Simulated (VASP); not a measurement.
# Sn2H (P6/mmm) in VASP: notebook, part 2 of 2

VASP 6.6.1. The steps go on from the part before.

**3. Relaxation of cell and atoms, PBE**

This run uses another cell than the first one, of 23.04 Å³/atom.

INCAR

```
SYSTEM = Sn2H
PREC = Accurate
ENCUT = 600
EDIFF = 1E-6
ISMEAR = 0
SIGMA = 0.1
LREAL = .FALSE.
LASPH = .TRUE.
NELM = 60
ALGO = Normal
ISIF = 3
LWAVE = .FALSE.
LCHARG = .FALSE.
GGA = PE
IBRION = 2
NSW = 90
EDIFFG = -0.04
```

KPOINTS

```
regular mesh
0
G
  6 6 2
  0 0 0
```

POSCAR

```
Sn2H
1.0
    4.1413936200      0.0000000000      0.0000000000
   -2.0706968100      3.5865520800      0.0000000000
    0.0000000000      0.0000000000      9.3084190700
Sn H
4 2
Direct
    0.0000000000      0.0000000000      0.8115213200
    0.0000000000      0.0000000000      0.1884786800
    0.0000000000      0.0000000000      0.5000000000
    0.0000000000      0.0000000000      0.0000000000
    0.3333333300      0.6666666700      0.5000000000
    0.6666666700      0.3333333300      0.5000000000
```

Potentials or basis: VASP PAW PBE potentials, release 64 (Sn_d, H).

Run with:

```sh
> cat potpaw_PBE.64/Sn_d/POTCAR potpaw_PBE.64/H/POTCAR > POTCAR
> mpirun -np 1 vasp_std > vasp.out
```

OUTCAR:

```text
SYSTEM = Sn2H
   PREC = Accurate
   ENCUT = 600
   EDIFF = 1E-6
   ISMEAR = 0
   LREAL = .FALSE.
   LASPH = .TRUE.
   NELM = 60
   ISIF = 3
   GGA = PE
   IBRION = 2
   NSW = 90
   EDIFFG = -0.04

 ion  position               nearest neighbor table
   1  0.000  0.000  0.812-   4 1.75   3 2.90   2 3.51
   2  0.000  0.000  0.188-   4 1.75   3 2.90   1 3.51
   3  0.000  0.000  0.500-   1 2.90   2 2.90
   4  0.000  0.000  0.000-   1 1.75   2 1.75
   5  0.333  0.667  0.500-
   6  0.667  0.333  0.500-

 -----------------------------------------------------------------------------
|                                                                             |
|           W    W    AA    RRRRR   N    N  II  N    N   GGGG   !!!           |
|           W    W   A  A   R    R  NN   N  II  NN   N  G    G  !!!           |
|           W    W  A    A  R    R  N N  N  II  N N  N  G       !!!           |
|           W WW W  AAAAAA  RRRRR   N  N N  II  N  N N  G  GGG   !            |
|           WW  WW  A    A  R   R   N   NN  II  N   NN  G    G                |
|           W    W  A    A  R    R  N    N  II  N    N   GGGG   !!!           |
|                                                                             |
|     The distance between some ions is very small. Please check the          |
|     nearest-neighbor list in the OUTCAR file.                               |
|     I HOPE YOU KNOW WHAT YOU ARE DOING!                                     |
|                                                                             |
 -----------------------------------------------------------------------------

  LATTYP: Found a hexagonal cell.
 ALAT       =     4.1413936200
 C/A-ratio  =     2.2476537910

  Lattice vectors:

 A1 = (   4.1413936200,   0.0000000000,   0.0000000000)
 A2 = (  -2.0706968100,   3.5865520800,   0.0000000000)
 A3 = (   0.0000000000,   0.0000000000,   9.3084190700)

Analysis of symmetry for initial positions (statically):
=====================================================================
 Subroutine PRICEL returns:
 Original cell was already a primitive cell.

 Routine SETGRP: Setting up the symmetry group for a
 hexagonal supercell.

 Subroutine GETGRP returns: Found 24 space group operations
 (whereof 24 operations were pure point group operations)
[... 134 lines left out ...]
  volume/ion in A,a.u.               =      23.04       155.51
  Fermi-wavevector in a.u.,A,eV,Ry     =   1.225512  2.315882 20.434320  1.501880
  Thomas-Fermi vector in A             =   2.360547
   LORBIT       =      0    0 simple, 1 ext, 2 COOP (PROOUT), +10 PAW based schemes
   GGA     = PE    functional components
   LHFCALC =     F    Hartree Fock is set to
   AEXX    =    0.0000 exact exchange contribution
   IVDW    =     0    specifies the selected vdW correction
   LEPSILON=     F    determine dielectric tensor
   LRPA    =     F    only Hartree local field effects (RPA)
 conjugate gradient relaxation of ions
 non-spin polarized calculation
 Gauss-broadening in eV      SIGMA  =   0.10
  energy-cutoff  :      600.00
  volume of cell :      138.26
 maximum number of plane-waves:      4640
 NGX is ok and might be reduce to    36
   NGX = 17   NGY = 17   NGZ = 37

--------------------------------------- Ionic step        1  -------------------------------------------

 number of electron      57.9999978 magnetization

 Free energy of the ion-electron system (eV)
  ---------------------------------------------------
  ext. energy  EPLUGINS =         0.00000000
  ---------------------------------------------------
  free energy    TOTEN  =         9.12170051 eV

  energy without entropy =        9.13667808  energy(sigma->0) =        9.12918930

------------------------ aborting loop because EDIFF is reached ----------------------------------------

  FORCE on cell =-STRESS in cart. coord.  units (eV):
  Direction    XX          YY          ZZ          XY          YZ          ZX
  --------------------------------------------------------------------------------------
  -------------------------------------------------------------------------------------
  Total       -3.2940645     -3.2940645    177.8251673      0.0000000     -0.0000000      0.0000000
  in kB      -38.1718410    -38.1718410   2060.6499811      0.0000000     -0.0000000      0.0000000
  external PRESSURE =     661.4354330 kB  Pullay stress =       0.0000000 kB
[... 1154 lines left out ...]
     33       4.3855      0.04610
     34       6.0067      0.00000

[... ionic steps 4 to 44 ...]

--------------------------------------- Ionic step       45  -------------------------------------------

 number of electron      58.0000003 magnetization

------------------------ aborting loop because EDIFF is reached ----------------------------------------
[... 75 lines left out ...]
--------------------------------------- Ionic step       47  -------------------------------------------

 number of electron      57.9999997 magnetization

 Free energy of the ion-electron system (eV)
  ---------------------------------------------------
  ext. energy  EPLUGINS =         0.00000000
  ---------------------------------------------------
  free energy    TOTEN  =       -19.66872465 eV

  energy without entropy =      -19.65487813  energy(sigma->0) =      -19.66180139

 E-fermi :   6.2110     XC(G=0):  -9.6651

 val. band max:        6.2029003467   @ k =   0.3333   0.1667   0.5000
 cond. band min:       6.3196391400   @ k =   0.5000   0.0000   0.0000
 fundamental gap:      0.1167387933
 Fermi energy:         6.2109872845
[... 549 lines left out ...]
  FREE ENERGIE OF THE ION-ELECTRON SYSTEM (eV)
  ---------------------------------------------------
  free  energy   TOTEN  =       -19.6687246535 eV

  energy  without entropy=      -19.6548781264  energy(sigma->0) =      -19.66180139

 reached required accuracy - stopping structural energy minimisation
```

OSZICAR:

```text
N       E                     dE             d eps       ncg     rms          rms(c)
DAV:   1     0.652456284379E+03    0.65246E+03   -0.32209E+04   954   0.273E+03
DAV:   2     0.102486414622E+03   -0.54997E+03   -0.54543E+03   952   0.666E+02
DAV:   3     0.125025954557E+02   -0.89984E+02   -0.88840E+02  1106   0.238E+02
[... 648 lines left out ...]
DAV:   4    -0.196691297287E+02    0.37401E-02   -0.14324E-02  1010   0.111E+00    0.165E-01
DAV:   5    -0.196687094268E+02    0.42030E-03   -0.26976E-03  1202   0.462E-01    0.437E-02
DAV:   6    -0.196687236662E+02   -0.14239E-04   -0.48850E-04  1092   0.216E-01    0.180E-02
DAV:   7    -0.196687245281E+02   -0.86189E-06   -0.30467E-05  1338   0.459E-02    0.122E-02
DAV:   8    -0.196687246535E+02   -0.12543E-06   -0.15868E-06   694   0.168E-02
  47 F= -.19668725E+02 E0= -.19661801E+02  d E =-.247275E-01
```

CONTCAR:

```text
Sn2H
   1.00000000000000
     3.4740017960103118   -0.0000000000000005   -0.0000000000000000
    -1.7370008980051559    3.0085738071744430    0.0000000000000000
    -0.0000000000000000   -0.0000000000000000   12.4898333823968954
  Sn              H
     4     2
Direct
     0.0000000000000000    0.0000000000000000    0.7420359810070418
     0.0000000000000000    0.0000000000000000    0.2579640189929578
     0.0000000000000000    0.0000000000000000    0.5000000000000000
     0.0000000000000000    0.0000000000000000    0.0000000000000000
     0.3333333300000021    0.6666666699999979    0.5000000000000000
     0.6666666699999979    0.3333333300000021    0.5000000000000000

  0.00000000E+00  0.00000000E+00  0.00000000E+00
  0.00000000E+00  0.00000000E+00  0.00000000E+00
  0.00000000E+00  0.00000000E+00  0.00000000E+00
  0.00000000E+00  0.00000000E+00  0.00000000E+00
  0.00000000E+00  0.00000000E+00  0.00000000E+00
  0.00000000E+00  0.00000000E+00  0.00000000E+00
```

Run time: 53 min. Hardware: 1 thread of Intel Xeon Platinum 8559C (Emerald Rapids), shared host; peak memory 0.36 GiB.

What came out:

```
Free energy                           : -19.6687 eV
Relaxed volume                        : 21.76 Å³/atom
Relaxed cell                          : a = 3.474 Å, b = 3.474 Å, c = 12.490 Å, α = 90.00°, β = 90.00°, γ = 120.00°
Space group after relaxing (to 0.1 Å) : P6/mmm (No. 191)
Pressure after relaxing               : 0.2 GPa
Largest force after relaxing          : 0.023 eV/Å
Band gap on the k mesh                : zero (bands 29 and 30 overlap by 6.31 eV)
```

Forces on the atoms (eV/Å):
```
Sn   0.000  0.000  0.023
Sn   0.000  0.000 -0.023
Sn   0.000  0.000  0.000
Sn   0.000  0.000  0.000
H    0.000  0.000  0.000
H    0.000  0.000  0.000
```

Final structure:
```
Sn H
1.0
     3.47400    0.00000    0.00000
    -1.73700    3.00857    0.00000
     0.00000    0.00000   12.48983
Sn H
4 2
Direct
  0.00000 0.00000 0.74204
  0.00000 0.00000 0.25796
  0.00000 0.00000 0.50000
  0.00000 0.00000 0.00000
  0.33333 0.66667 0.50000
  0.66667 0.33333 0.50000
```

Caveat: a cell axis changed by over 15 % at a fixed basis, so the end point is rough; spin-orbit coupling is left out, which moves the levels of the heavy elements.

The gap in the log of VASP goes by the Fermi energy; the results here count the filled bands.